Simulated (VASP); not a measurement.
# SrO (Fm-3m) in VASP: a series of runs

Runs on SrO. Level: PBEsol. Tasks: single point, relaxation of cell and atoms.

Program: VASP 6.6.1. These are calculated values, not measurements. Logs are shortened: lines on timing, memory, paths and dates and some standing lists are left out, and cuts for length are marked.

## Step 1: The cell of the first run

The structure is cubic, space group Fm-3m (No. 225). The conventional cell has a = 5.123 Å, b = 5.123 Å, c = 5.123 Å, α = 90.00°, β = 90.00°, γ = 90.00°. Within 3.4 Å of Sr (site symmetry m-3m) lie 6 O at 2.56 Å. O (site symmetry m-3m) has 6 Sr at 2.56 Å within 3.4 Å.

## Step 2: Single point, PBEsol

Input file INCAR:

```
SYSTEM = SrO
  PREC = Accurate
  ENCUT = 520
  EDIFF = 1E-6
  ISMEAR = -1
  SIGMA = 0.08
  LREAL = .False.
  LASPH = .True.
  NELM = 80
  ALGO = Normal
  ISIF = 2
  LWAVE = .False.
  LCHARG = .False.
  GGA = PS
  NBANDS = 15
```

Input file KPOINTS:

```
Automatic mesh
0
Gamma
  12 12 12
  0 0 0
```

Input file POSCAR:

```
SrO
1.0
    2.5614438832      2.5614438832      0.0000000000
   -2.5614438832      2.5614438832      0.0000000000
    0.0000000000      2.5614438832      2.5614438832
Sr O
1 1
Direct
    0.5000000000      0.5000000000      0.0000000000
    0.0000000000      0.0000000000      0.0000000000
```

Potentials or basis: VASP PAW PBE potentials, release 64 (Sr_sv, O).

Command:

```bash
$ cat potpaw_PBE.64/Sr_sv/POTCAR potpaw_PBE.64/O/POTCAR > POTCAR
$ mpirun -np 1 vasp_std > vasp.out
```

OUTCAR:

```text
SYSTEM = SrO
   PREC = Accurate
   ENCUT = 520
   EDIFF = 1E-6
   ISMEAR = -1
   LREAL = .False.
   LASPH = .True.
   NELM = 80
   ISIF = 2
   GGA = PS

 ion  position               nearest neighbor table
   1  0.500  0.500  0.000-   2 2.56   2 2.56   2 2.56   2 2.56   2 2.56   2 2.56
   2  0.000  0.000  0.000-   1 2.56   1 2.56   1 2.56   1 2.56   1 2.56   1 2.56

  LATTYP: Found a face centered cubic cell.
 ALAT       =     5.1228877664

  Lattice vectors:

 A1 = (   0.0000000000,   2.5614438832,   2.5614438832)
 A2 = (   2.5614438832,   0.0000000000,   2.5614438832)
 A3 = (   2.5614438832,   2.5614438832,   0.0000000000)

Analysis of symmetry for initial positions (statically):
=====================================================================
 Subroutine PRICEL returns:
 Original cell was already a primitive cell.

 Routine SETGRP: Setting up the symmetry group for a
 face centered cubic supercell.

 Subroutine GETGRP returns: Found 48 space group operations
 (whereof 48 operations were pure point group operations)
 out of a pool of 48 trial point group operations.

The static configuration has the point symmetry O_h .

Analysis of symmetry for dynamics (positions and initial velocities):
=====================================================================
 Subroutine PRICEL returns:
 Original cell was already a primitive cell.

 Routine SETGRP: Setting up the symmetry group for a
 face centered cubic supercell.

 Subroutine GETGRP returns: Found 48 space group operations
 (whereof 48 operations were pure point group operations)
 out of a pool of 48 trial point group operations.

The dynamic configuration has the point symmetry O_h .

 Subroutine INISYM returns: Found 48 space group operations
 (whereof 48 operations are pure point group operations),
 and found     1 'primitive' translations

----------------------------------------------------------------------------------------

                                     Primitive cell

  volume of cell :      33.6112

  direct lattice vectors                    reciprocal lattice vectors
     2.561443883  2.561443883  0.000000000     0.195202403  0.195202403 -0.195202403
    -2.561443883  2.561443883  0.000000000    -0.195202403  0.195202403 -0.195202403
     0.000000000  2.561443883  2.561443883     0.000000000  0.000000000  0.390404805

  length of vectors
     3.622428679  3.622428679  3.622428679     0.338100479  0.338100479  0.390404805

  position of ions in fractional coordinates (direct lattice)
     0.500000000  0.500000000  0.000000000
     0.000000000  0.000000000  0.000000000

  ion indices of the primitive-cell ions
   primitive index   ion index
                 1           1
                 2           2

----------------------------------------------------------------------------------------

 KPOINTS: Automatic mesh

Automatic generation of k-mesh.
 Grid dimensions read from file:
 generate k-points for:   12   12   12

 Generating k-lattice:

  Cartesian coordinates                     Fractional coordinates (reciprocal lattice)
     0.016266867  0.016266867 -0.016266867     0.083333333  0.000000000  0.000000000
    -0.016266867  0.016266867 -0.016266867     0.000000000  0.083333333  0.000000000
     0.000000000  0.000000000  0.032533734     0.000000000  0.000000000  0.083333333

  Length of vectors
     0.028175040  0.028175040  0.032533734

  Shift w.r.t. Gamma in fractional coordinates (k-lattice)
     0.000000000  0.000000000  0.000000000

 Subroutine IBZKPT returns following result:
 ===========================================

 Found     72 irreducible k-points:

 Following reciprocal coordinates:
            Coordinates               Weight
  0.000000  0.000000  0.000000      1.000000
  0.083333  0.000000  0.000000      8.000000
  0.166667  0.000000  0.000000      8.000000
  0.250000  0.000000  0.000000      8.000000
  0.333333  0.000000  0.000000      8.000000
  0.416667  0.000000  0.000000      8.000000
[... 16 lines left out ...]
  0.500000  0.166667  0.000000     24.000000
 -0.416667  0.166667  0.000000     24.000000
 [... further k-points ...]
   k-points           NKPTS =     72   k-points in BZ     NKDIM =     72   number of bands    NBANDS=     15
   number of dos      NEDOS =    301   number of ions     NIONS =      2
   total plane-waves  NPLWV =  21952
   dimension x,y,z NGX =    28 NGY =   28 NGZ =   28
   dimension x,y,z NGXF=    56 NGYF=   56 NGZF=   56
   ions per type =               1   1
   NGX,Y,Z   is equivalent  to a cutoff of  12.85, 12.85, 12.85 a.u.
   NGXF,Y,Z  is equivalent  to a cutoff of  25.70, 25.70, 25.70 a.u.
 SYSTEM =  SrO
   PREC   = accura    normal or accurate (medium, high low for compatibility)
   ISTART =      0    job   : 0-new  1-cont  2-samecut
   ICHARG =      2    charge: 1-file 2-atom 10-const
   ISPIN  =      1    spin polarized calculation?
   LNONCOLLINEAR =      F non collinear calculations
   LSORBIT =      F    spin-orbit coupling
   LASPH  =      T    aspherical Exc in radial PAW
   ENCUT  =  520.0 eV  38.22 Ry    6.18 a.u.   6.74  6.74  6.74*2*pi/ulx,y,z
   NELM   =     80;   NELMIN=  2; NELMDL= -5     # of ELM steps
   EDIFF  = 0.1E-05   stopping-criterion for ELM
   LREAL  =      F    real-space projection
   EDIFFG = 0.1E-04   stopping-criterion for IOM
   NSW    =      0    number of steps for IOM
   IBRION =     -1    ionic relax: 0-MD 1-quasi-New 2-CG
   NFREE  =      0    steps in history (QN), initial steepest desc. (CG)
   ISIF   =      2    stress and relaxation
   ISYM   =      2    0-nonsym 1-usesym 2-fastsym
   POTIM  = 0.5000    time-step for ionic-motion
   TEBEG  =    0.0;   TEEND  =   0.0 temperature during run
   PSTRESS=    0.0 pullay stress
   NELECT =      16.0000    total number of electrons
   NUPDOWN=      -1.0000    fix difference up-down
   EMIN   =  10.00;   EMAX   =-10.00  energy-range for DOS
   EFERMI =   0.00;   METHOD = LEGACY
   ISMEAR =    -1;   SIGMA  =   0.08  broadening in eV -4-tet -1-fermi 0-gaus
   EFERMI_NEDOS =   21; number of points for ismear=-14 and -15
   IALGO  =     38    algorithm
   IMIX   =      4    mixing-type and parameters
     AMIX     =   0.40;   BMIX     =  1.00
     AMIX_MAG =   1.60;   BMIX_MAG =  1.00
  volume/ion in A,a.u.               =      16.81       113.41
  Fermi-wavevector in a.u.,A,eV,Ry     =   1.278262  2.415565 22.231301  1.633955
  Thomas-Fermi vector in A             =   2.410815
   LORBIT       =      0    0 simple, 1 ext, 2 COOP (PROOUT), +10 PAW based schemes
   GGA     = PS    functional components
   LHFCALC =     F    Hartree Fock is set to
   AEXX    =    0.0000 exact exchange contribution
   IVDW    =     0    specifies the selected vdW correction
   LEPSILON=     F    determine dielectric tensor
   LRPA    =     F    only Hartree local field effects (RPA)
 non-spin polarized calculation
  energy-cutoff  :      520.00
  volume of cell :       33.61
 maximum number of plane-waves:       934
   NGX = 13   NGY = 13   NGZ = 13

 number of electron      15.9999996 magnetization

 Free energy of the ion-electron system (eV)
  ---------------------------------------------------
  ext. energy  EPLUGINS =         0.00000000
  ---------------------------------------------------
  free energy    TOTEN  =       -12.63918890 eV

  energy without entropy =      -12.63918890  energy(sigma->0) =      -12.63918890

 E-fermi :   3.1635     XC(G=0): -10.3310

 val. band max:        1.5414528090   @ k =   0.0000   0.0000   0.0000
 cond. band min:       4.6885502088   @ k =   0.5000   0.5000   0.0000
 fundamental gap:      3.1470973998
 Fermi energy:         3.1635174303

 k-point     1 :       0.0000    0.0000    0.0000
  band No.  band energies     occupation
      1     -30.6571      2.00000
      2     -13.4703      2.00000
      3     -12.2978      2.00000
      4     -12.2978      2.00000
      5     -12.2978      2.00000
      6       1.5415      2.00000
      7       1.5415      2.00000
      8       1.5415      2.00000
      9       5.4431      0.00000
     10       7.7269      0.00000
     11       7.7269      0.00000
     12       7.7269      0.00000
     13       9.9474      0.00000
     14       9.9474      0.00000
     15      14.0790      0.00000

 k-point     2 :       0.0833    0.0000    0.0000
  band No.  band energies     occupation
      1     -30.6473      2.00000
      2     -13.6576      2.00000
      3     -12.3037      2.00000
      4     -12.3037      2.00000
      5     -12.1348      2.00000
      6       1.3107      2.00000
      7       1.4459      2.00000
      8       1.4459      2.00000
      9       5.7826      0.00000
     10       7.6381      0.00000
     11       7.8679      0.00000
     12       7.8679      0.00000
     13      10.1396      0.00000
     14      10.1396      0.00000
     15      14.5611      0.00000

 k-point     3 :       0.1667    0.0000    0.0000
  band No.  band energies     occupation
      1     -30.6204      2.00000
      2     -14.0344      2.00000
      3     -12.3197      2.00000
      4     -12.3197      2.00000
      5     -11.8233      2.00000
      6       0.7890      2.00000
      7       1.2007      2.00000
      8       1.2007      2.00000
      9       6.6198      0.00000
     10       7.5082      0.00000
     11       8.2747      0.00000
     12       8.2747      0.00000
     13      10.6663      0.00000
     14      10.6663      0.00000
     15      15.7937      0.00000

 k-point     4 :       0.2500    0.0000    0.0000
  band No.  band energies     occupation
      1     -30.5833      2.00000
      2     -14.4218      2.00000
      3     -12.3413      2.00000
      4     -12.3413      2.00000
      5     -11.5255      2.00000
      6       0.2151      2.00000
      7       0.8964      2.00000
      8       0.8964      2.00000
      9       7.4894      0.00000
     10       7.7159      0.00000
     11       8.8932      0.00000
     12       8.8932      0.00000
     13      11.4154      0.00000
     14      11.4154      0.00000
     15      17.1940      0.00000
[... 307 lines left out ...]
 k-point    22 :       0.4167    0.1667    0.0000
  band No.  band energies     occupation
      1     -30.4944      2.00000
      2     -14.8218      2.00000
      3     -12.6319      2.00000
      4     -12.4299      2.00000
      5     -11.3392      2.00000
      6      -0.3109      2.00000
      7       0.4876      2.00000
      8       0.6678      2.00000
      9       7.9908      0.00000
     10       8.6702      0.00000
     11      10.6009      0.00000
     12      11.0019      0.00000
     13      13.3380      0.00000
     14      14.1722      0.00000
     15      15.2831      0.00000

 k-point    23 :       0.5000    0.1667    0.0000
  band No.  band energies     occupation
      1     -30.4971      2.00000
      2     -14.7885      2.00000
      3     -12.5830      2.00000
      4     -12.4628      2.00000
      5     -11.3996      2.00000
      6      -0.2096      2.00000
      7       0.5673      2.00000
      8       0.6321      2.00000
      9       7.4780      0.00000
     10       8.9139      0.00000
     11      10.8454      0.00000
     12      10.9858      0.00000
     13      13.1700      0.00000
     14      13.6897      0.00000
     15      15.5723      0.00000

 k-point    24 :      -0.4167    0.1667    0.0000
  band No.  band energies     occupation
      1     -30.5165      2.00000
      2     -14.6592      2.00000
      3     -12.5182      2.00000
      4     -12.4767      2.00000
      5     -11.4900      2.00000
      6      -0.0820      2.00000
      7       0.6635      2.00000
      8       0.8562      2.00000
      9       6.8685      0.00000
     10       8.7782      0.00000
     11      10.5126      0.00000
     12      10.6442      0.00000
     13      12.3602      0.00000
     14      12.9286      0.00000
     15      16.6945      0.00000

 [... further k-points ...]

------------------------ aborting loop because EDIFF is reached ----------------------------------------

  FORCE on cell =-STRESS in cart. coord.  units (eV):
  Direction    XX          YY          ZZ          XY          YZ          ZX
  --------------------------------------------------------------------------------------
  -------------------------------------------------------------------------------------
  Total        0.1282518      0.1282518      0.1282518      0.0000000      0.0000000      0.0000000
  in kB        6.1134964      6.1134964      6.1134964      0.0000000      0.0000000      0.0000000
  external PRESSURE =       6.1134964 kB  Pullay stress =       0.0000000 kB

 VOLUME and BASIS-vectors are now :
 -----------------------------------------------------------------------------
  energy-cutoff  :      520.00
  volume of cell :       33.61
      direct lattice vectors                 reciprocal lattice vectors
     2.561443883  2.561443883  0.000000000     0.195202403  0.195202403 -0.195202403
    -2.561443883  2.561443883  0.000000000    -0.195202403  0.195202403 -0.195202403
     0.000000000  2.561443883  2.561443883     0.000000000  0.000000000  0.390404805

 POSITION                                       TOTAL-FORCE (eV/Angst)
 -----------------------------------------------------------------------------------
      0.00000      2.56144      0.00000        -0.000000      0.000000      0.000000
      0.00000      0.00000      0.00000         0.000000     -0.000000      0.000000
 -----------------------------------------------------------------------------------
    total drift:                               -0.000000      0.000000     -0.000000

  FREE ENERGIE OF THE ION-ELECTRON SYSTEM (eV)
  ---------------------------------------------------
  free  energy   TOTEN  =       -12.6391889036 eV

  energy  without entropy=      -12.6391889033  energy(sigma->0) =      -12.63918890
```

Run time: 19 s. Hardware: 1 thread of AMD EPYC 9R45 (Zen 5), shared host; peak memory 0.15 GiB.

Results:

| Property | Result |
| --- | --- |
| Free energy | -12.6392 eV |
| Pressure | 0.6 GPa |
| Band gap on the k mesh | 3.15 eV, indirect (least direct gap 3.23 eV) |

Caveat: the PAW data sets were made with another functional, which shifts forces and pressure a little. As with any semilocal functional, this PBEsol gap is likely too small.

## Step 3: Relaxation of cell and atoms, PBEsol

This run uses another cell than the first one, of 16.90 Å³/atom, 1.006 times its volume.

Input file INCAR:

```
SYSTEM = SrO
PREC = Accurate
ENCUT = 600
EDIFF = 1E-6
ISMEAR = -1
SIGMA = 0.08
LREAL = .False.
LASPH = .True.
NELM = 60
ALGO = Normal
ISIF = 3
LWAVE = .False.
LCHARG = .False.
GGA = PS
IBRION = 2
NSW = 100
EDIFFG = -0.002
```

KPOINTS is that of step 2.

Input file POSCAR:

```
SrO
1.0
    2.5663000000      2.5663000000      0.0000000000
   -2.5663000000      2.5663000000      0.0000000000
    0.0000000000      2.5663000000      2.5663000000
Sr O
1 1
Direct
    0.5000000000      0.5000000000      0.0000000000
    0.0000000000      0.0000000000      0.0000000000
```

Potentials or basis: VASP PAW PBE potentials, release 64 (Sr_sv, O).

Command:

```bash
$ cat potpaw_PBE.64/Sr_sv/POTCAR potpaw_PBE.64/O/POTCAR > POTCAR
$ mpirun -np 1 vasp_std > vasp.out
```

Wall time 20 s (1 thread of AMD EPYC 9R45 (Zen 5), shared host); peak memory 0.17 GiB.

It converged, with:

```yaml
Free_energy: -12.6411 eV
Pressure_after_relaxing: 0.0 GPa
Band_gap_on_the_k_mesh: 3.15 eV, indirect (least direct gap 3.24 eV)
```

Final structure:
```
Sr O
1.0
     2.56630    2.56630    0.00000
    -2.56630    2.56630    0.00000
     0.00000    2.56630    2.56630
Sr O
1 1
Direct
  0.50000 0.50000 0.00000
  0.00000 0.00000 0.00000
```

Levels at points of the mesh, in eV from the valence-band top:
```csv
k point,band 4,band 5,band 6,band 7,band 8,band 9,band 10,band 11,band 12
"(0.00, 0.00, 0.00)",-13.86,-13.86,0.00,0.00,0.00,3.86,6.17,6.17,6.17
"(0.50, 0.00, 0.00)",-13.95,-12.67,-2.24,-1.16,-1.16,6.51,8.33,8.88,8.88
"(0.50, 0.50, 0.00)",-14.25,-14.25,-0.43,-0.08,-0.08,3.15,7.80,10.23,10.27
```

Caveat: the relaxation stopped at its first step, so nothing moved; the PAW data sets were made with another functional, which shifts forces and pressure a little. A k mesh can miss the band edges.

## Step 4: Single point, PBEsol, non-collinear spin, zero start, spin-orbit coupling

Input file INCAR:

```
  PREC = Accurate
  ENCUT = 520
  EDIFF = 1E-6
  ISMEAR = 0
  SIGMA = 0.01
  LREAL = False
  LASPH = True
  NELM = 150
  ALGO = Normal
  ISIF = 2
  LWAVE = False
  LCHARG = False
  MAGMOM = 0 0 0 0 0 0
  LORBIT = 11
  LSORBIT = True
  GGA_COMPAT = False
  LORBMOM = True
  GGA = PS
  NBANDS = 28
```

Input file KPOINTS:

```
Automatic mesh
0
Gamma
  8 8 8
```

Input file POSCAR:

```
SrO
1.0
    2.5614438832      2.5614438832      0.0000000000
   -2.5614438832      2.5614438832      0.0000000000
    0.0000000000      2.5614438832      2.5614438832
Sr O
1 1
Direct
    0.5000000000      0.5000000000      0.0000000000
    0.0000000000      0.0000000000      0.0000000000
```

Command:

```bash
$ cat potpaw_PBE.64/Sr_sv/POTCAR potpaw_PBE.64/O/POTCAR > POTCAR
$ mpirun -np 1 vasp_ncl > vasp.out
```

Run time: 38 s. Hardware: 1 thread of AMD EPYC 9R45 (Zen 5), shared host; peak memory 0.23 GiB.

The run converged. Its results:

| Item | Value |
| --- | --- |
| Free energy | -12.7272 eV |
| Pressure | 0.6 GPa |
| Net moment | 0.00 μB per cell |
| Valence electrons inside the program's atomic spheres | Sr 8.09; O 4.95 |

Moments on the atoms (μB; x, y, z):
```
Sr  0.00 0.00 0.00
O   0.00 0.00 0.00
```

Caveat: the PAW data sets were made with another functional, which shifts forces and pressure a little.

## Step 5: Overview

| task | spin | cell | k mesh | cutoff (eV) | smearing | gap on the mesh (eV) | pressure (GPa) |
| --- | --- | --- | --- | --- | --- | --- | --- |
| single point | off | a = 3.622 Å, angles 60.0, 60.0, 90.0°, 2 atoms | 12 × 12 × 12 | 520 | fermi-dirac 0.08 eV | 3.15 | 0.6 |
| relaxation of cell and atoms | off | relaxed from a = 3.629 Å, angles 60.0, 60.0, 90.0°, 2 atoms | 12 × 12 × 12 | 600 | fermi-dirac 0.08 eV | 3.15 | 0.0 |
| single point | non-collinear, zero start, SOC | a = 3.622 Å, angles 60.0, 60.0, 90.0°, 2 atoms | 8 × 8 × 8 | 520 | gaussian 0.01 eV | - | 0.6 |

Alike in all rows: level PBEsol; potentials or basis VASP PAW PBE potentials, release 64 (Sr_sv, O).

Caveats: the PAW data sets were made with another functional, which shifts forces and pressure a little; the relaxation stopped at its first step, so nothing moved (some runs).

Total energies depend on the potentials used, so only differences within one code and one set of settings carry meaning.
